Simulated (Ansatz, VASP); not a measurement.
Two plane-wave programs on GaN

File INCAR:

```
SYSTEM = GaN
ALGO = Normal
EDIFF = 1E-6
ENCUT = 520
GGA = PE
ISIF = 2
ISMEAR = 0
LASPH = .TRUE.
LCHARG = .TRUE.
LELF = .TRUE.
LREAL = .FALSE.
LVHAR = .TRUE.
LWAVE = .FALSE.
NBANDS = 16
NELM = 60
PREC = Accurate
SIGMA = 0.05
```

File KPOINTS:

```
k-points
0
G
  10 10 10
  0 0 0
```

Contents of POSCAR:

```
GaN
1.0
    0.0000000000      2.2535006075      2.2535006075
    2.2535006075      0.0000000000      2.2535006075
    2.2535006075      2.2535006075      0.0000000000
Ga N
1 1
Direct
   -0.0332815530     -0.0332815530     -0.0137856706
    0.7500000000      0.7500000000      0.7500000000
```

Input for Ansatz:

```yaml
crystal:
  lattice:
    - [0.0, 2.2535006075, 2.2535006075]
    - [2.2535006075, 0.0, 2.2535006075]
    - [2.2535006075, 2.2535006075, 0.0]
  atoms:
    - { symbol: Ga, position: [-0.033281553, -0.033281553, -0.0137856706] }
    - { symbol: "N", position: [0.75, 0.75, 0.75] }
basis:
  ecutwfc: 420
kpoints:
  mp_grid: { grid: [10, 10, 10] }
hamiltonian:
  xc: pbe
scf:
  occupations: { method: gaussian, width: 0.05 }
output:
  forces: true
  stress: true
  eigenvalues: true
```

Alike in both runs: task single point; functional PBE; k mesh 10 × 10 × 10; occupations gaussian, width 0.05 eV; no spin polarisation.

```csv
,VASP,Ansatz
version,VASP 6.6.1,Ansatz 0.2.0
potentials or method,"VASP PAW PBE potentials, release 64 (Ga_d, N), cutoff 520 eV","scalar-relativistic, plane waves, PAW"
valence electrons in the cell,18,18
```

Ansatz gave:

```
gap on the k mesh at the Fermi level (eV)                     : 1.49
least direct gap on the mesh (eV)                             : 1.49
pressure (GPa)                                                : 11.3
traceless stress, the component that is largest in VASP (GPa) : 13.59
rms of the force components (eV/Å)                            : 2.515
```

Task: Estimate VASP's values.

Result: gap on the k mesh at the Fermi level (eV): 1.50; least direct gap on the mesh (eV): 1.50; pressure (GPa): 11.1; traceless stress, the component that is largest in VASP (GPa): 13.19; rms of the force components (eV/Å): 2.461.

Atom by atom the forces differ by 0.054 eV/Å (rms over components).
